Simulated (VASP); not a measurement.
# Ba (Im-3m) in VASP: single point with r2SCAN

Aim: the single point of Ba with r2SCAN.

Everything below comes from runs of VASP 6.6.1. Logs are shortened: lines on timing, memory, paths and dates and some standing lists are left out, and cuts for length are marked.

### Step 1. The cell of the first run

It takes space group Im-3m (No. 229, cubic). Conventional cell: a = 5.027 Å, b = 5.027 Å, c = 5.027 Å, α = 90.00°, β = 90.00°, γ = 90.00°. Within 5.7 Å of Ba (site symmetry m-3m) lie 14 Ba at 4.35 to 5.03 Å.

### Step 2. Single point, r2SCAN

POSCAR

```
Ba
1.0
   -2.5133422143      2.5133422143      2.5133422143
    2.5133422143     -2.5133422143      2.5133422143
    2.5133422143      2.5133422143     -2.5133422143
Ba
1
Direct
    0.0000000000      0.0000000000      0.0000000000
```

INCAR.step1

```
  PREC = Accurate
  ENCUT = 550
  ISMEAR = 0
  SIGMA = 0.05
  LREAL = F
  LASPH = T
  NELM = 120
  NBANDS = 11
  GGA = PE
  ALGO = Normal
  EDIFF = 1E-5
  LWAVE = T
  LCHARG = F
  GGA_COMPAT = F
```

INCAR.step2

```
  PREC = Accurate
  ENCUT = 550
  EDIFF = 1E-6
  ISMEAR = 0
  SIGMA = 0.05
  LREAL = F
  LASPH = T
  NELM = 120
  ALGO = Normal
  ISIF = 2
  LWAVE = F
  LCHARG = F
  METAGGA = R2SCAN
  LMIXTAU = T
  NBANDS = 11
  ISTART = 1
  GGA_COMPAT = F
```

KPOINTS

```
Automatic mesh
0
Gamma
  12 12 12
```

Potentials or basis: VASP PAW PBE potentials, release 64 (Ba_sv).

Started as:

```console
$ cat potpaw_PBE.64/Ba_sv/POTCAR > POTCAR
$ cp INCAR.step1 INCAR
$ mpirun -np 1 vasp_std > vasp.out
$ cp INCAR.step2 INCAR
$ mpirun -np 1 vasp_std > vasp.out
```

OUTCAR:

```text
PREC = Accurate
   ENCUT = 550
   EDIFF = 1E-6
   ISMEAR = 0
   LREAL = F
   LASPH = T
   NELM = 120
   ISIF = 2
   METAGGA = R2SCAN
   ISTART = 1

 ion  position               nearest neighbor table
   1  0.000  0.000  0.000-

  LATTYP: Found a body centered cubic cell.
 ALAT       =     5.0266844286

  Lattice vectors:

 A1 = (  -2.5133422143,   2.5133422143,   2.5133422143)
 A2 = (   2.5133422143,  -2.5133422143,   2.5133422143)
 A3 = (   2.5133422143,   2.5133422143,  -2.5133422143)

Analysis of symmetry for initial positions (statically):
=====================================================================
 Subroutine PRICEL returns:
 Original cell was already a primitive cell.

 Routine SETGRP: Setting up the symmetry group for a
 body centered cubic supercell.

 Subroutine GETGRP returns: Found 48 space group operations
 (whereof 48 operations were pure point group operations)
 out of a pool of 48 trial point group operations.

The static configuration has the point symmetry O_h .

Analysis of symmetry for dynamics (positions and initial velocities):
=====================================================================
 Subroutine PRICEL returns:
 Original cell was already a primitive cell.

 Routine SETGRP: Setting up the symmetry group for a
 body centered cubic supercell.

 Subroutine GETGRP returns: Found 48 space group operations
 (whereof 48 operations were pure point group operations)
 out of a pool of 48 trial point group operations.

The dynamic configuration has the point symmetry O_h .

 Subroutine INISYM returns: Found 48 space group operations
 (whereof 48 operations are pure point group operations),
 and found     1 'primitive' translations

----------------------------------------------------------------------------------------

                                     Primitive cell

  volume of cell :      63.5060

  direct lattice vectors                    reciprocal lattice vectors
    -2.513342214  2.513342214  2.513342214     0.000000000  0.198938289  0.198938289
     2.513342214 -2.513342214  2.513342214     0.198938289  0.000000000  0.198938289
     2.513342214  2.513342214 -2.513342214     0.198938289  0.198938289  0.000000000

  length of vectors
     4.353236412  4.353236412  4.353236412     0.281341227  0.281341227  0.281341227

  position of ions in fractional coordinates (direct lattice)
     0.000000000  0.000000000  0.000000000

  ion indices of the primitive-cell ions
   primitive index   ion index
                 1           1

----------------------------------------------------------------------------------------

 KPOINTS: Automatic mesh

Automatic generation of k-mesh.
 Grid dimensions read from file:
 generate k-points for:   12   12   12

 Generating k-lattice:

  Cartesian coordinates                     Fractional coordinates (reciprocal lattice)
     0.000000000  0.016578191  0.016578191     0.083333333  0.000000000  0.000000000
     0.016578191  0.000000000  0.016578191     0.000000000  0.083333333  0.000000000
     0.016578191  0.016578191  0.000000000     0.000000000  0.000000000  0.083333333

  Length of vectors
     0.023445102  0.023445102  0.023445102

  Shift w.r.t. Gamma in fractional coordinates (k-lattice)
     0.000000000  0.000000000  0.000000000

 Subroutine IBZKPT returns following result:
 ===========================================

 Found     72 irreducible k-points:

 Following reciprocal coordinates:
            Coordinates               Weight
  0.000000  0.000000  0.000000      1.000000
  0.083333  0.000000  0.000000     12.000000
  0.166667  0.000000  0.000000     12.000000
  0.250000  0.000000  0.000000     12.000000
  0.333333  0.000000  0.000000     12.000000
  0.416667  0.000000  0.000000     12.000000
[... 16 lines left out ...]
  0.333333  0.083333  0.083333     24.000000
  0.416667  0.083333  0.083333     12.000000
 [... further k-points ...]
   k-points           NKPTS =     72   k-points in BZ     NKDIM =     72   number of bands    NBANDS=     11
   number of dos      NEDOS =    301   number of ions     NIONS =      1
   total plane-waves  NPLWV =  46656
   dimension x,y,z NGX =    36 NGY =   36 NGZ =   36
   dimension x,y,z NGXF=    72 NGYF=   72 NGZF=   72
   ions per type =               1
   NGX,Y,Z   is equivalent  to a cutoff of  13.75, 13.75, 13.75 a.u.
   NGXF,Y,Z  is equivalent  to a cutoff of  27.50, 27.50, 27.50 a.u.
 SYSTEM =  unknown system
   PREC   = accura    normal or accurate (medium, high low for compatibility)
   ISTART =      1    job   : 0-new  1-cont  2-samecut
   ICHARG =      0    charge: 1-file 2-atom 10-const
   ISPIN  =      1    spin polarized calculation?
   LNONCOLLINEAR =      F non collinear calculations
   LSORBIT =      F    spin-orbit coupling
   LASPH  =      T    aspherical Exc in radial PAW
   ENCUT  =  550.0 eV  40.42 Ry    6.36 a.u.   8.32  8.32  8.32*2*pi/ulx,y,z
   NELM   =    120;   NELMIN=  2; NELMDL=  0     # of ELM steps
   EDIFF  = 0.1E-05   stopping-criterion for ELM
   LREAL  =      F    real-space projection
[... 7 lines left out ...]
   TEBEG  =    0.0;   TEEND  =   0.0 temperature during run
   PSTRESS=    0.0 pullay stress
   NELECT =      10.0000    total number of electrons
   NUPDOWN=      -1.0000    fix difference up-down
   EMIN   =  10.00;   EMAX   =-10.00  energy-range for DOS
   EFERMI =   0.00;   METHOD = LEGACY
   ISMEAR =     0;   SIGMA  =   0.05  broadening in eV -4-tet -1-fermi 0-gaus
   EFERMI_NEDOS =   21; number of points for ismear=-14 and -15
   IALGO  =     38    algorithm
   IMIX   =      4    mixing-type and parameters
     AMIX     =   0.40;   BMIX     =  1.00
     AMIX_MAG =   1.60;   BMIX_MAG =  1.00
  volume/ion in A,a.u.               =      63.51       428.56
  Fermi-wavevector in a.u.,A,eV,Ry     =   0.884036  1.670586 10.633217  0.781519
  Thomas-Fermi vector in A             =   2.004882
   LORBIT       =      0    0 simple, 1 ext, 2 COOP (PROOUT), +10 PAW based schemes
   METAGGA = R2SCAN    functional components
   LHFCALC =     F    Hartree Fock is set to
   AEXX    =    0.0000 exact exchange contribution
   IVDW    =     0    specifies the selected vdW correction
   LEPSILON=     F    determine dielectric tensor
   LRPA    =     F    only Hartree local field effects (RPA)
 non-spin polarized calculation
 Gauss-broadening in eV      SIGMA  =   0.05
  energy-cutoff  :      550.00
  volume of cell :       63.51
 maximum number of plane-waves:      1894
 NGX is ok and might be reduce to    36
   NGX = 17   NGY = 17   NGZ = 17

 number of electron      10.0000001 magnetization

 Free energy of the ion-electron system (eV)
  ---------------------------------------------------
  ext. energy  EPLUGINS =         0.00000000
  ---------------------------------------------------
  free energy    TOTEN  =       -26.43256000 eV

  energy without entropy =      -26.43115194  energy(sigma->0) =      -26.43185597

 E-fermi :   1.6887     XC(G=0):  -7.8027

 val. band max:        1.6721850251   @ k =   0.2500   0.2500   0.0833
 cond. band min:       1.7040311231   @ k =  -0.4167  -0.4167   0.1667
 fundamental gap:      0.0318460980
 Fermi energy:         1.6886728747

 k-point     1 :       0.0000    0.0000    0.0000
  band No.  band energies     occupation
      1     -28.2286      2.00000
      2     -12.7642      2.00000
      3     -12.7642      2.00000
      4     -12.7642      2.00000
      5      -1.1795      2.00000
      6       3.8290      0.00000
      7       3.8290      0.00000
      8       3.8290      0.00000
      9       5.1694      0.00000
     10       5.1694      0.00000
     11       8.9686      0.00000

 k-point     2 :       0.0833    0.0000    0.0000
  band No.  band energies     occupation
      1     -28.2255      2.00000
      2     -12.7976      2.00000
      3     -12.7741      2.00000
      4     -12.7646      2.00000
      5      -1.0440      2.00000
      6       3.7099      0.00000
      7       3.7557      0.00000
      8       3.9639      0.00000
      9       4.9832      0.00000
     10       5.1583      0.00000
     11       9.1273      0.00000

 k-point     3 :       0.1667    0.0000    0.0000
  band No.  band energies     occupation
      1     -28.2173      2.00000
      2     -12.8870      2.00000
      3     -12.8009      2.00000
      4     -12.7655      2.00000
      5      -0.6631      2.00000
      6       3.4246      0.00000
      7       3.4372      0.00000
      8       4.3614      0.00000
      9       4.8365      0.00000
     10       5.1575      0.00000
     11       9.4424      0.00000

 k-point     4 :       0.2500    0.0000    0.0000
  band No.  band energies     occupation
      1     -28.2060      2.00000
      2     -13.0049      2.00000
      3     -12.8371      2.00000
      4     -12.7668      2.00000
      5      -0.1193      2.00000
      6       2.9861      0.00000
      7       3.1003      0.00000
      8       4.9597      0.00000
      9       4.9993      0.00000
     10       5.2262      0.00000
     11       9.3076      0.00000
[... 239 lines left out ...]
 k-point    22 :       0.2500    0.0833    0.0833
  band No.  band energies     occupation
      1     -28.1925      2.00000
      2     -13.1209      2.00000
      3     -12.8777      2.00000
      4     -12.7957      2.00000
      5       0.6725      2.00000
      6       2.5582      0.00000
      7       2.6524      0.00000
      8       5.2491      0.00000
      9       5.5084      0.00000
     10       6.2508      0.00000
     11       8.9342      0.00000

 k-point    23 :       0.3333    0.0833    0.0833
  band No.  band energies     occupation
      1     -28.1851      2.00000
      2     -13.1773      2.00000
      3     -12.9162      2.00000
      4     -12.7986      2.00000
      5       1.0265      2.00000
      6       2.5123      0.00000
      7       2.6097      0.00000
      8       5.3540      0.00000
      9       5.7085      0.00000
     10       7.0212      0.00000
     11       8.2820      0.00000

 k-point    24 :       0.4167    0.0833    0.0833
  band No.  band energies     occupation
      1     -28.1824      2.00000
      2     -13.1972      2.00000
      3     -12.9307      2.00000
      4     -12.7997      2.00000
      5       1.1113      2.00000
      6       2.4653      0.00000
      7       2.7393      0.00000
      8       5.3484      0.00000
      9       5.8075      0.00000
     10       7.4858      0.00000
     11       7.9145      0.00000

 [... further k-points ...]

------------------------ aborting loop because EDIFF is reached ----------------------------------------

  FORCE on cell =-STRESS in cart. coord.  units (eV):
  Direction    XX          YY          ZZ          XY          YZ          ZX
  --------------------------------------------------------------------------------------
  -------------------------------------------------------------------------------------
  Total        0.1065719      0.1065719      0.1065719      0.0000000      0.0000000      0.0000000
  in kB        2.6886757      2.6886757      2.6886757      0.0000000      0.0000000      0.0000000
  external PRESSURE =       2.6886757 kB  Pullay stress =       0.0000000 kB

 VOLUME and BASIS-vectors are now :
 -----------------------------------------------------------------------------
  energy-cutoff  :      550.00
  volume of cell :       63.51
      direct lattice vectors                 reciprocal lattice vectors
    -2.513342214  2.513342214  2.513342214     0.000000000  0.198938289  0.198938289
     2.513342214 -2.513342214  2.513342214     0.198938289  0.000000000  0.198938289
     2.513342214  2.513342214 -2.513342214     0.198938289  0.198938289  0.000000000

 POSITION                                       TOTAL-FORCE (eV/Angst)
 -----------------------------------------------------------------------------------
      0.00000      0.00000      0.00000        -0.000000      0.000000     -0.000000
 -----------------------------------------------------------------------------------
    total drift:                               -0.000000      0.000000      0.000000

  FREE ENERGIE OF THE ION-ELECTRON SYSTEM (eV)
  ---------------------------------------------------
  free  energy   TOTEN  =       -26.4325600048 eV

  energy  without entropy=      -26.4311519391  energy(sigma->0) =      -26.43185597
```

Wall time 4.7 min (1 thread of Intel Xeon 8259CL, shared host); peak memory 0.24 GiB.

What came out:

* Free energy: -26.4326 eV
* Pressure: 0.3 GPa
* Band gap on the k mesh: zero (bands 5 and 6 overlap by 1.18 eV)

Levels at points of the mesh, in eV from the Fermi level:
```csv
k point,band 1,band 2,band 3,band 4,band 5,band 6,band 7,band 8,band 9,band 10
"(0.00, 0.00, 0.00)",-29.92,-14.45,-14.45,-14.45,-2.87,2.14,2.14,2.14,3.48,3.48
"(0.50, 0.00, 0.00)",-29.87,-14.92,-14.60,-14.46,-0.86,0.90,1.20,3.53,4.09,5.53
"(0.50, 0.50, 0.50)",-29.84,-14.77,-14.77,-14.77,-0.60,-0.60,4.68,4.68,4.68,5.04
```

Caveat: the PAW data sets were made with another functional, which shifts forces and pressure a little; spin-orbit coupling is left out, which moves the levels of the heavy elements.
